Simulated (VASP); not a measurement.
**Ta2Al3: relaxation of cell and atoms with PBE**

Crystal: Ta2Al3.

```
Ta Al
1.0
     4.52145    0.00000    0.00000
    -2.26073    3.91569    0.00000
     0.00000    0.00000    5.54669
Ta Al
2 3
Direct
  0.66667 0.33333 0.88472
  0.33333 0.66667 0.11528
  0.66667 0.33333 0.38272
  0.33333 0.66667 0.61728
  0.00000 0.00000 0.00000
```

The cell was generated, and may not be a known phase.

```json
{
 "Program": "VASP 6.6.1",
 "Task": "relaxation of cell and atoms",
 "Functional": "PBE",
 "Potentials or basis": "VASP PAW PBE potentials, release 64 (Ta_pv, Al)",
 "Cutoff": "600 eV",
 "k mesh": "12 × 12 × 8",
 "Occupations": "gaussian, width 0.1 eV",
 "Spin": "no spin polarisation",
 "Dipole correction": "no",
 "Further INCAR settings": "ALGO = Fast; EDIFF = 1e-06; IBRION = 2; EDIFFG = -0.01; NSW = 100; ISIF = 3"
}
```

```
Relaxed volume                        : 19.65 Å³/atom
Relaxed cell                          : a = 4.523 Å, b = 4.523 Å, c = 5.546 Å, α = 90.00°, β = 90.00°, γ = 120.00°
Space group after relaxing (to 0.1 Å) : P-3m1 (No. 164)
Energy gained by relaxing             : 0.0 meV/atom
Ionic steps                           : 2
Pressure after relaxing               : 0.0 GPa
Largest force after relaxing          : 0.004 eV/Å
Band gap on the k mesh                : zero (an odd number of electrons rules out a gap without spin polarisation)
```

Forces in eV/Å, atoms in the order of the input:
```
Ta   0.000  0.000  0.004
Ta   0.000  0.000 -0.004
Al   0.000  0.000  0.002
Al   0.000  0.000 -0.002
Al   0.000  0.000  0.000
```

Final structure:
```cif
data_structure
_symmetry_space_group_name_H-M 'P 1'
_symmetry_Int_Tables_number 1
_cell_length_a 4.5229
_cell_length_b 4.5229
_cell_length_c 5.5465
_cell_angle_alpha 90.000
_cell_angle_beta 90.000
_cell_angle_gamma 120.000
_cell_volume 98.26
loop_
_atom_site_label
_atom_site_type_symbol
_atom_site_fract_x
_atom_site_fract_y
_atom_site_fract_z
_atom_site_occupancy
Ta1 Ta 0.66667 0.33333 0.88492 1
Ta2 Ta 0.33333 0.66667 0.11508 1
Al1 Al 0.66667 0.33333 0.38268 1
Al2 Al 0.33333 0.66667 0.61732 1
Al3 Al 0.00000 0.00000 0.00000 1
```

Levels at points of the mesh, in eV from the Fermi level:
```
           k point  band 12  band 13  band 14  band 15  band 16  band 17  band 18  band 19
(0.00, 0.00, 0.00)    -1.15    -1.15    -0.22     0.17     0.17     1.49     1.49     1.82
(0.50, 0.00, 0.00)    -1.24    -1.07    -0.99    -0.57    -0.41    -0.26     1.02     1.38
(0.00, 0.00, 0.50)    -1.35    -1.35    -0.64     0.38     0.38     1.78     2.45     2.45
(0.50, 0.00, 0.50)    -1.84    -0.96    -0.81    -0.63    -0.31     0.51     2.01     2.01
```

Wall time 4.5 min on 1 thread of AMD EPYC 9R45 96-Core Processor (Zen 5), with other jobs on the host, peak memory 0.42 GiB.

Caveat: spin-orbit coupling is left out, which moves the levels of the heavy elements.
